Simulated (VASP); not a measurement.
# AlAs (F-43m) in VASP: further runs, part 2 of 2

VASP 6.6.1. Earlier steps stand in the parts before.

### Step 4. Single point, r2SCAN (volume changed by +3%)

The input, POSCAR:

```
AlAs
1.0
    0.0000000000      2.8670351737      2.8670351737
    2.8670351737      0.0000000000      2.8670351737
    2.8670351737      2.8670351737      0.0000000000
Al As
1 1
Direct
    0.0000000000      0.0000000000      0.0000000000
    0.2500000000      0.2500000000      0.2500000000
```

The input, INCAR.step1:

```
SYSTEM = AlAs
  PREC = Accurate
  ENCUT = 550
  ISMEAR = 0
  SIGMA = 0.01
  LREAL = .FALSE.
  LASPH = .TRUE.
  NELM = 120
  NBANDS = 11
  GGA = PE
  ALGO = Normal
  EDIFF = 1E-5
  LWAVE = .TRUE.
  LCHARG = .FALSE.
  GGA_COMPAT = .FALSE.
```

The input, INCAR.step2:

```
SYSTEM = AlAs
  PREC = Accurate
  ENCUT = 550
  EDIFF = 1E-6
  ISMEAR = 0
  SIGMA = 0.01
  LREAL = .FALSE.
  LASPH = .TRUE.
  NELM = 120
  ALGO = Normal
  ISIF = 2
  LWAVE = .FALSE.
  LCHARG = .FALSE.
  METAGGA = R2SCAN
  LMIXTAU = .TRUE.
  NBANDS = 11
  ISTART = 1
  GGA_COMPAT = .FALSE.
```

The input, KPOINTS:

```
Automatic mesh
0
G
  6 6 6
  0 0 0
```

Potentials or basis: VASP PAW PBE potentials, release 64 (Al, As).

On the command line:

```
$ cat potpaw_PBE.64/Al/POTCAR potpaw_PBE.64/As/POTCAR > POTCAR
$ cp INCAR.step1 INCAR
$ mpirun -np 1 vasp_std > vasp.out
$ cp INCAR.step2 INCAR
$ mpirun -np 1 vasp_std > vasp.out
```

OUTCAR:

```text
SYSTEM = AlAs
   PREC = Accurate
   ENCUT = 550
   EDIFF = 1E-6
   ISMEAR = 0
   LREAL = .FALSE.
   LASPH = .TRUE.
   NELM = 120
   ISIF = 2
   METAGGA = R2SCAN
   ISTART = 1

 ion  position               nearest neighbor table
   1  0.000  0.000  0.000-   2 2.48   2 2.48   2 2.48   2 2.48
   2  0.250  0.250  0.250-   1 2.48   1 2.48   1 2.48   1 2.48

  LATTYP: Found a face centered cubic cell.
 ALAT       =     5.7340703474

  Lattice vectors:

 A1 = (   0.0000000000,   2.8670351737,   2.8670351737)
 A2 = (   2.8670351737,   0.0000000000,   2.8670351737)
 A3 = (   2.8670351737,   2.8670351737,   0.0000000000)

Analysis of symmetry for initial positions (statically):
=====================================================================
 Subroutine PRICEL returns:
 Original cell was already a primitive cell.

 Routine SETGRP: Setting up the symmetry group for a
 face centered cubic supercell.

 Subroutine GETGRP returns: Found 24 space group operations
 (whereof 24 operations were pure point group operations)
 out of a pool of 48 trial point group operations.

The static configuration has the point symmetry T_d .

Analysis of symmetry for dynamics (positions and initial velocities):
=====================================================================
 Subroutine PRICEL returns:
 Original cell was already a primitive cell.

 Routine SETGRP: Setting up the symmetry group for a
 face centered cubic supercell.

 Subroutine GETGRP returns: Found 24 space group operations
 (whereof 24 operations were pure point group operations)
 out of a pool of 48 trial point group operations.

The dynamic configuration has the point symmetry T_d .

 Subroutine INISYM returns: Found 24 space group operations
 (whereof 24 operations are pure point group operations),
 and found     1 'primitive' translations

----------------------------------------------------------------------------------------
[... 109 lines left out ...]
   METAGGA = R2SCAN    functional components
   LHFCALC =     F    Hartree Fock is set to
   AEXX    =    0.0000 exact exchange contribution
   IVDW    =     0    specifies the selected vdW correction
   LEPSILON=     F    determine dielectric tensor
   LRPA    =     F    only Hartree local field effects (RPA)
 non-spin polarized calculation
 Gauss-broadening in eV      SIGMA  =   0.01
  energy-cutoff  :      550.00
  volume of cell :       47.13
 maximum number of plane-waves:      1411
   NGX = 15   NGY = 15   NGZ = 15

 number of electron       8.0000000 magnetization

 Free energy of the ion-electron system (eV)
  ---------------------------------------------------
  ext. energy  EPLUGINS =         0.00000000
  ---------------------------------------------------
  free energy    TOTEN  =       -22.67742636 eV

  energy without entropy =      -22.67742636  energy(sigma->0) =      -22.67742636

 E-fermi :   3.4071     XC(G=0):  -9.2952

 val. band max:        3.3475599526   @ k =   0.0000   0.0000   0.0000
 cond. band min:       5.1937652086   @ k =   0.5000   0.5000   0.0000
 fundamental gap:      1.8462052560
 Fermi energy:         3.4071313187

 k-point     1 :       0.0000    0.0000    0.0000
  band No.  band energies     occupation
      1      -8.7547      2.00000
      2       3.3476      2.00000
      3       3.3476      2.00000
      4       3.3476      2.00000
      5       5.7250      0.00000
      6       7.9832      0.00000
      7       7.9832      0.00000
      8       7.9832      0.00000
      9      12.7900      0.00000
     10      12.7900      0.00000
     11      12.8544      0.00000
[... 197 lines left out ...]
 k-point    16 :      -0.3333    0.5000    0.1667
  band No.  band energies     occupation
      1      -6.7941      2.00000
      2      -1.8265      2.00000
      3       0.4628      2.00000
      4       0.7218      2.00000
      5       6.8994      0.00000
      6       7.8238      0.00000
      7      10.9193      0.00000
      8      11.5909      0.00000
      9      14.4858      0.00000
     10      16.0778      0.00000
     11      16.5305      0.00000

------------------------ aborting loop because EDIFF is reached ----------------------------------------

  FORCE on cell =-STRESS in cart. coord.  units (eV):
  Direction    XX          YY          ZZ          XY          YZ          ZX
  --------------------------------------------------------------------------------------
  -------------------------------------------------------------------------------------
  Total       -0.6320331     -0.6320331     -0.6320331      0.0000000      0.0000000     -0.0000000
  in kB      -21.4843081    -21.4843081    -21.4843081      0.0000000      0.0000000     -0.0000000
  external PRESSURE =     -21.4843081 kB  Pullay stress =       0.0000000 kB

 VOLUME and BASIS-vectors are now :
 -----------------------------------------------------------------------------
  energy-cutoff  :      550.00
  volume of cell :       47.13
      direct lattice vectors                 reciprocal lattice vectors
     0.000000000  2.867035174  2.867035174    -0.174396186  0.174396186  0.174396186
     2.867035174  0.000000000  2.867035174     0.174396186 -0.174396186  0.174396186
     2.867035174  2.867035174  0.000000000     0.174396186  0.174396186 -0.174396186

 POSITION                                       TOTAL-FORCE (eV/Angst)
 -----------------------------------------------------------------------------------
      0.00000      0.00000      0.00000        -0.000000     -0.000000     -0.000000
      1.43352      1.43352      1.43352         0.000000      0.000000      0.000000
 -----------------------------------------------------------------------------------
    total drift:                                0.000000      0.000000      0.000000

  FREE ENERGIE OF THE ION-ELECTRON SYSTEM (eV)
  ---------------------------------------------------
  free  energy   TOTEN  =       -22.6774263637 eV

  energy  without entropy=      -22.6774263637  energy(sigma->0) =      -22.67742636
```

OUTCAR.step1:

```text
SYSTEM = AlAs
   PREC = Accurate
   ENCUT = 550
   ISMEAR = 0
   LREAL = .FALSE.
   LASPH = .TRUE.
[... 434 lines left out ...]
      0.00000      0.00000      0.00000        -0.000000     -0.000000     -0.000000
      1.43352      1.43352      1.43352         0.000000      0.000000      0.000000
 -----------------------------------------------------------------------------------
    total drift:                                0.000000      0.000000      0.000000

  FREE ENERGIE OF THE ION-ELECTRON SYSTEM (eV)
  ---------------------------------------------------
  free  energy   TOTEN  =        -9.3777623261 eV

  energy  without entropy=       -9.3777623261  energy(sigma->0) =       -9.37776233
```

Wall time 34 s (1 thread of Intel Xeon 6975P-C (Granite Rapids), shared host); peak memory 0.18 GiB.

What came out:

```yaml
Free_energy: -22.6774 eV
Pressure: -2.1 GPa
Band_gap_on_the_k_mesh: 1.85 eV, indirect (least direct gap 2.38 eV)
```

Levels at points of the mesh, in eV from the valence-band top:
```csv
k point,band 2,band 3,band 4,band 5,band 6,band 7
"(0.00, 0.00, 0.00)",0.00,0.00,0.00,2.38,4.64,4.64
"(0.50, 0.00, 0.00)",-5.53,-0.82,-0.82,2.49,5.07,5.07
"(0.50, 0.50, 0.00)",-5.41,-2.16,-2.16,1.85,2.67,10.86
```

Caveat: the PAW data sets were made with another functional, which shifts forces and pressure a little. A k mesh can miss the band edges.

### Step 5. Single point, r2SCAN (volume changed by +6%)

The input, POSCAR:

```
AlAs
1.0
    0.0000000000      2.8946045108      2.8946045108
    2.8946045108      0.0000000000      2.8946045108
    2.8946045108      2.8946045108      0.0000000000
Al As
1 1
Direct
    0.0000000000      0.0000000000      0.0000000000
    0.2500000000      0.2500000000      0.2500000000
```

The input, INCAR.step1:

```
SYSTEM = AlAs
ALGO = Normal
EDIFF = 1E-5
ENCUT = 550
GGA = PE
GGA_COMPAT = .FALSE.
ISMEAR = 0
LASPH = .TRUE.
LCHARG = .FALSE.
LREAL = .FALSE.
LWAVE = .TRUE.
NBANDS = 11
NELM = 120
PREC = Accurate
SIGMA = 0.01
```

The input, INCAR.step2:

```
SYSTEM = AlAs
ALGO = Normal
EDIFF = 1E-6
ENCUT = 550
GGA_COMPAT = .FALSE.
ISIF = 2
ISMEAR = 0
ISTART = 1
LASPH = .TRUE.
LCHARG = .FALSE.
LMIXTAU = .TRUE.
LREAL = .FALSE.
LWAVE = .FALSE.
METAGGA = R2SCAN
NBANDS = 11
NELM = 120
PREC = Accurate
SIGMA = 0.01
```

The input, KPOINTS:

```
k-points
0
G
  6 6 6
  0 0 0
```

On the command line:

```
$ cat potpaw_PBE.64/Al/POTCAR potpaw_PBE.64/As/POTCAR > POTCAR
$ cp INCAR.step1 INCAR
$ mpirun -np 1 vasp_std > vasp.out
$ cp INCAR.step2 INCAR
$ mpirun -np 1 vasp_std > vasp.out
```

Run time: 32 s. Hardware: 1 thread of Intel Xeon 6975P-C (Granite Rapids), shared host; peak memory 0.18 GiB.

The run converged. Its results:

| Item | Value |
| --- | --- |
| Free energy | -22.6510 eV |
| Pressure | -4.0 GPa |
| Band gap on the k mesh | 1.89 eV, indirect (least direct gap 2.14 eV) |

Levels at points of the mesh, in eV from the valence-band top:
| k point | band 1 | band 2 | band 3 | band 4 | band 5 | band 6 | band 7 | band 8 |
| --- | --- | --- | --- | --- | --- | --- | --- | --- |
| (0.00, 0.00, 0.00) | -11.95 | 0.00 | 0.00 | 0.00 | 2.14 | 4.58 | 4.58 | 4.58 |
| (0.50, 0.00, 0.00) | -10.61 | -5.41 | -0.80 | -0.80 | 2.37 | 5.04 | 5.04 | 8.23 |
| (0.50, 0.50, 0.00) | -10.10 | -5.31 | -2.09 | -2.09 | 1.89 | 2.66 | 10.62 | 10.62 |

Caveat: the PAW data sets were made with another functional, which shifts forces and pressure a little. A k mesh can miss the band edges.

### Step 6. Single point, r2SCAN

The input, POSCAR:

```
AlAs
1.0
    0.0000000000      2.8389251755      2.8389251755
    2.8389251755      0.0000000000      2.8389251755
    2.8389251755      2.8389251755      0.0000000000
Al As
1 1
Direct
    0.0000000000      0.0000000000      0.0000000000
    0.2500000000      0.2500000000      0.2500000000
```

The input, INCAR.step1:

```
PREC     = Accurate       # precision mode
ENCUT    = 550            # plane-wave cutoff, eV
ISMEAR   = 0              # smearing method
SIGMA    = 0.01           # smearing width, eV
LREAL    = False          # projectors in reciprocal space
LASPH    = True           # aspherical terms in the spheres
NELM     = 120            # most SCF steps
NBANDS   = 11             # bands
GGA      = PE             # functional
ALGO     = Normal         # electronic algorithm
EDIFF    = 1E-5           # SCF threshold, eV
LWAVE    = True           # write WAVECAR
LCHARG   = False          # write CHGCAR
GGA_COMPAT= False
```

The input, INCAR.step2:

```
PREC     = Accurate       # precision mode
ENCUT    = 550            # plane-wave cutoff, eV
EDIFF    = 1E-6           # SCF threshold, eV
ISMEAR   = 0              # smearing method
SIGMA    = 0.01           # smearing width, eV
LREAL    = False          # projectors in reciprocal space
LASPH    = True           # aspherical terms in the spheres
NELM     = 120            # most SCF steps
ALGO     = Normal         # electronic algorithm
ISIF     = 2              # what is computed and relaxed
LWAVE    = False          # write WAVECAR
LCHARG   = False          # write CHGCAR
METAGGA  = R2SCAN         # meta-GGA
LMIXTAU  = True         
NBANDS   = 11             # bands
ISTART   = 1            
GGA_COMPAT= False
```

The input, KPOINTS:

```
Automatic mesh
0
Gamma
  8 8 8
```

Potentials or basis: VASP PAW PBE potentials, release 64 (Al, As).

On the command line:

```
$ cat potpaw_PBE.64/Al/POTCAR potpaw_PBE.64/As/POTCAR > POTCAR
$ cp INCAR.step1 INCAR
$ mpirun -np 1 vasp_std > vasp.out
$ cp INCAR.step2 INCAR
$ mpirun -np 1 vasp_std > vasp.out
```

It took 50 s on 1 thread of Intel Xeon 6975P-C (Granite Rapids), shared host; peak memory 0.19 GiB.

The run converged. Its results:

| Item | Value |
| --- | --- |
| Free energy | -22.6954 eV |
| Pressure | 0.0 GPa |
| Band gap on the k mesh | 1.81 eV, indirect (least direct gap 2.63 eV) |

Levels at points of the mesh, in eV from the valence-band top:
```
           k point  band 1  band 2  band 3  band 4  band 5  band 6  band 7  band 8
(0.00, 0.00, 0.00)  -12.27    0.00    0.00    0.00    2.63    4.69    4.69    4.69
(0.50, 0.00, 0.00)  -10.80   -5.66   -0.84   -0.84    2.61    5.10    5.10    8.38
(0.50, 0.50, 0.00)  -10.23   -5.51   -2.22   -2.22    1.81    2.68   11.11   11.11
```

Caveat: the PAW data sets were made with another functional, which shifts forces and pressure a little. r2SCAN opens gaps a little over a GGA but as a rule still falls short of measured ones.

### Step 7. The runs side by side

| level | cell | k mesh | cutoff (eV) | gap on the mesh (eV) | pressure (GPa) |
| --- | --- | --- | --- | --- | --- |
| PBE | a = 4.015 Å, angles 60.0°, 2 atoms | 8 × 8 × 8 | 500 | 1.45 | 2.1 |
| r2SCAN | a = 4.015 Å, angles 60.0°, 2 atoms | 6 × 6 × 6 | 550 | 1.80 | 0.0 |
| r2SCAN | a = 4.055 Å, angles 60.0°, 2 atoms | 6 × 6 × 6 | 550 | 1.85 | -2.1 |
| r2SCAN | a = 4.094 Å, angles 60.0°, 2 atoms | 6 × 6 × 6 | 550 | 1.89 | -4.0 |
| r2SCAN | a = 4.015 Å, angles 60.0°, 2 atoms | 8 × 8 × 8 | 550 | 1.81 | 0.0 |

Alike in all rows: task single point; potentials or basis VASP PAW PBE potentials, release 64 (Al, As); no spin polarisation; smearing gaussian 0.01 eV.

On the cell as given the gap runs from 1.45 eV (PBE) to 1.81 eV (r2SCAN); the meshes differ, which moves gaps too. The pressure there spans 0.0 GPa (r2SCAN) to 2.1 GPa (PBE); a positive pressure means that this level wants a larger cell, a negative one a smaller.

Caveats: the PAW data sets were made with another functional, which shifts forces and pressure a little (some runs).

Absolute energies hang on the potentials; compare differences alone.
